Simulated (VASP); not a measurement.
# GaAs (I-4m2) in VASP: notebook, part 2 of 2

VASP 6.6.1. Earlier steps stand in the parts before.

## 5. Single point, PBE (zz strain of +2 %)

INCAR

```
SYSTEM = GaAs
PREC = Accurate
ENCUT = 520
EDIFF = 1E-7
ISMEAR = -1
SIGMA = 0.05
LREAL = .FALSE.
LASPH = .TRUE.
NELM = 100
ALGO = Normal
ISIF = 2
LWAVE = .FALSE.
LCHARG = .TRUE.
GGA = PE
LELF = .TRUE.
LVHAR = .TRUE.
NBANDS = 16
```

KPOINTS

```
regular mesh
0
G
  11 11 11
  0 0 0
```

POSCAR

```
GaAs
1.0
    0.0000000000      2.8268500000      2.8833870000
    2.8268500000      0.0000000000      2.8833870000
    2.8268500000      2.8268500000      0.0000000000
Ga As
1 1
Direct
    0.0000000000      0.0000000000      0.0000000000
    0.7500000000      0.7500000000      0.7500000000
```

Potentials or basis: VASP PAW PBE potentials, release 64 (Ga_d, As).

The run is started by

```sh
cat potpaw_PBE.64/Ga_d/POTCAR potpaw_PBE.64/As/POTCAR > POTCAR
mpirun -np 1 vasp_std > vasp.out
```

OUTCAR:

```text
SYSTEM = GaAs
   PREC = Accurate
   ENCUT = 520
   EDIFF = 1E-7
   ISMEAR = -1
   LREAL = .FALSE.
   LASPH = .TRUE.
   NELM = 100
   ISIF = 2
   GGA = PE

 ion  position               nearest neighbor table
   1  0.000  0.000  0.000-   2 2.46   2 2.46   2 2.46   2 2.46
   2  0.750  0.750  0.750-   1 2.46   1 2.46   1 2.46   1 2.46

  LATTYP: Found a body centered tetragonal cell.
 ALAT       =     3.9977696088
 C/A-ratio  =     1.4424978336

  Lattice vectors:

 A1 = (  -2.8268500000,   0.0000000000,   2.8833870000)
 A2 = (   2.8268500000,   0.0000000000,   2.8833870000)
 A3 = (   0.0000000000,   2.8268500000,  -2.8833870000)

Analysis of symmetry for initial positions (statically):
=====================================================================
 Subroutine PRICEL returns:
 Original cell was already a primitive cell.

 Routine SETGRP: Setting up the symmetry group for a
 body centered tetragonal supercell.

 Subroutine GETGRP returns: Found  8 space group operations
 (whereof  8 operations were pure point group operations)
 out of a pool of 16 trial point group operations.

The static configuration has the point symmetry D_2d.

Analysis of symmetry for dynamics (positions and initial velocities):
=====================================================================
 Subroutine PRICEL returns:
 Original cell was already a primitive cell.

 Routine SETGRP: Setting up the symmetry group for a
 body centered tetragonal supercell.

 Subroutine GETGRP returns: Found  8 space group operations
 (whereof  8 operations were pure point group operations)
 out of a pool of 16 trial point group operations.

The dynamic configuration has the point symmetry D_2d.

 Subroutine INISYM returns: Found  8 space group operations
 (whereof  8 operations are pure point group operations),
 and found     1 'primitive' translations
[... 110 lines left out ...]
   ISMEAR =    -1;   SIGMA  =   0.05  broadening in eV -4-tet -1-fermi 0-gaus
   EFERMI_NEDOS =   21; number of points for ismear=-14 and -15
   IALGO  =     38    algorithm
   IMIX   =      4    mixing-type and parameters
     AMIX     =   0.40;   BMIX     =  1.00
     AMIX_MAG =   1.60;   BMIX_MAG =  1.00
  volume/ion in A,a.u.               =      23.04       155.49
  Fermi-wavevector in a.u.,A,eV,Ry     =   1.196702  2.261440 19.484859  1.432097
  Thomas-Fermi vector in A             =   2.332636
   LORBIT       =      0    0 simple, 1 ext, 2 COOP (PROOUT), +10 PAW based schemes
   GGA     = PE    functional components
   LHFCALC =     F    Hartree Fock is set to
   AEXX    =    0.0000 exact exchange contribution
   IVDW    =     0    specifies the selected vdW correction
   LEPSILON=     F    determine dielectric tensor
   LRPA    =     F    only Hartree local field effects (RPA)
 non-spin polarized calculation
  energy-cutoff  :      520.00
  volume of cell :       46.08
 maximum number of plane-waves:      1263
 NGX is ok and might be reduce to    30
   NGX = 15   NGY = 15   NGZ = 15

 number of electron      17.9999988 magnetization

 Free energy of the ion-electron system (eV)
  ---------------------------------------------------
  ext. energy  EPLUGINS =         0.00000000
  ---------------------------------------------------
  free energy    TOTEN  =        -8.26472417 eV

  energy without entropy =       -8.26467649  energy(sigma->0) =       -8.26470033

 E-fermi :   3.9825     XC(G=0):  -9.4999

 val. band max:        3.7851437076   @ k =   0.0000   0.0000   0.0000
 cond. band min:       4.1162508811   @ k =   0.0000   0.0000   0.0000
 fundamental gap:      0.3311071736
 Fermi energy:         3.9825354867

 k-point     1 :       0.0000    0.0000    0.0000
  band No.  band energies     occupation
      1     -11.0280      2.00000
      2     -11.0230      2.00000
      3     -11.0230      2.00000
      4     -10.9520      2.00000
      5     -10.9487      2.00000
      6      -8.8373      2.00000
[... 433 lines left out ...]
      3     -11.0092      2.00000
      4     -10.9553      2.00000
      5     -10.9463      2.00000
      6      -7.9000      2.00000
[... 8 lines left out ...]
     15      13.9321      0.00000
     16      14.5723      0.00000

 [... further k-points ...]

------------------------ aborting loop because EDIFF is reached ----------------------------------------

  FORCE on cell =-STRESS in cart. coord.  units (eV):
  Direction    XX          YY          ZZ          XY          YZ          ZX
  --------------------------------------------------------------------------------------
  -------------------------------------------------------------------------------------
  Total        0.6992347      0.6992347      0.3553801      0.0000000      0.0000000     -0.0000000
  in kB       24.3105657     24.3105657     12.3556381      0.0000000      0.0000000     -0.0000000
  external PRESSURE =      20.3255898 kB  Pullay stress =       0.0000000 kB

 VOLUME and BASIS-vectors are now :
 -----------------------------------------------------------------------------
  energy-cutoff  :      520.00
  volume of cell :       46.08
      direct lattice vectors                 reciprocal lattice vectors
     0.000000000  2.826850000  2.883387000    -0.176875321  0.176875321  0.173407177
     2.826850000  0.000000000  2.883387000     0.176875321 -0.176875321  0.173407177
     2.826850000  2.826850000  0.000000000     0.176875321  0.176875321 -0.173407177

 POSITION                                       TOTAL-FORCE (eV/Angst)
 -----------------------------------------------------------------------------------
      0.00000      0.00000      0.00000        -0.000000      0.000000      0.000000
      4.24027      4.24027      4.32508         0.000000     -0.000000     -0.000000
 -----------------------------------------------------------------------------------
    total drift:                               -0.000002     -0.000002     -0.000001

  FREE ENERGIE OF THE ION-ELECTRON SYSTEM (eV)
  ---------------------------------------------------
  free  energy   TOTEN  =        -8.2647241672 eV

  energy  without entropy=       -8.2646764861  energy(sigma->0) =       -8.26470033
```

stdout:

```text
POSCAR found type information on POSCAR GaAs
 POSCAR found :  2 types and       2 ions
 scaLAPACK will be used
 LDA part: xc-table for (Slater+PW92), standard interpolation
 POSCAR, INCAR and KPOINTS ok, starting setup
 FFT: planning ... GRIDC
 FFT: planning ... GRID_SOFT
 FFT: planning ... GRID
 WAVECAR not read
 entering main loop
```

Wall time 1.8 min (1 thread of Intel Xeon 8259CL, shared host); peak memory 0.24 GiB.

What came out:

```yaml
Free_energy: -8.2647 eV
Pressure: 2.0 GPa
Band_gap_on_the_k_mesh: 0.33 eV
```

Caveat: the cell differs from its parent crystal (zz strain of +2 %).

## 6. Overview

| cell | gap on the mesh (eV) | pressure (GPa) |
| --- | --- | --- |
| a = 3.958, b = 3.958, c = 3.998 Å, angles 59.7, 59.7, 60.7°, 2 atoms | 0.60 | 5.1 |
| a = 3.978, b = 3.978, c = 3.998 Å, angles 59.8, 59.8, 60.3°, 2 atoms | 0.56 | 4.3 |
| a = 4.018, b = 4.018, c = 3.998 Å, angles 60.2, 60.2, 59.7°, 2 atoms | 0.43 | 2.7 |
| a = 4.038, b = 4.038, c = 3.998 Å, angles 60.3, 60.3, 59.3°, 2 atoms | 0.33 | 2.0 |

Alike in all rows: task single point; level PBE; potentials or basis VASP PAW PBE potentials, release 64 (Ga_d, As); no spin polarisation; k mesh 11 × 11 × 11; cutoff (eV) 520; smearing fermi-dirac 0.05 eV.

Caveats: the cell stands under pressure (at least some runs); an odd mesh through Γ misses points on the zone boundary, where band edges can lie (at least some runs).

Absolute energies hang on the potentials; compare differences alone.
